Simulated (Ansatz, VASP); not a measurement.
HfN: VASP beside Ansatz

Contents of INCAR:

```
SYSTEM = HfN
ALGO = Normal
EDIFF = 1E-6
ENCUT = 600
GGA = PE
GGA_COMPAT = .False.
ISIF = 2
ISMEAR = -1
LASPH = .True.
LCHARG = .False.
LREAL = .False.
LWAVE = .False.
NBANDS = 14
NELM = 120
PREC = Accurate
SIGMA = 0.03
```

The input KPOINTS:

```
k-points
0
Gamma
  10 10 10
  0 0 0
```

POSCAR

```
HfN
1.0
    0.0000000000      2.2887270932      2.2887270932
    2.2887270932      0.0000000000      2.2887270932
    2.2887270932      2.2887270932      0.0000000000
Hf N
1 1
Direct
    0.0000000000      0.0000000000      0.0000000000
    0.5000000000      0.5000000000      0.5000000000
```

Input for Ansatz:

```yaml
crystal:
  lattice:
    - [0.0, 2.2887270932, 2.2887270932]
    - [2.2887270932, 0.0, 2.2887270932]
    - [2.2887270932, 2.2887270932, 0.0]
  atoms:
    - { symbol: Hf, position: [0.0, 0.0, 0.0] }
    - { symbol: "N", position: [0.5, 0.5, 0.5] }
kpoints:
  mp_grid: { grid: [10, 10, 10] }
scf:
  occupations: { method: fermi_dirac, width: 0.03 }
hamiltonian:
  xc: pbe
  pseudopotentials: { kind: all_electron, lapw: { basis_error: 0.001 } }
output:
  forces: true
  stress: true
  eigenvalues: true
```

Change from the starting cell: volume scaled by 1.04.

Alike in both runs: task single point; functional PBE; k mesh 10 × 10 × 10; occupations fermi-dirac, width 0.03 eV; no spin polarisation.

|  | VASP | Ansatz |
| --- | --- | --- |
| version | VASP 6.6.1 | Ansatz 0.2.0 |
| potentials or method | VASP PAW PBE potentials, release 64 (Hf_pv, N), cutoff 600 eV | all-electron LAPW, scalar-relativistic |

Ansatz gave:

| Property | Result |
| --- | --- |
| pressure (GPa) | -4.8 |

Q: Estimate VASP's values.

A: Pressure (GPa): -7.3.

Ansatz ran all-electron here, and VASP with PAW potentials.

Spin-orbit coupling is off throughout.
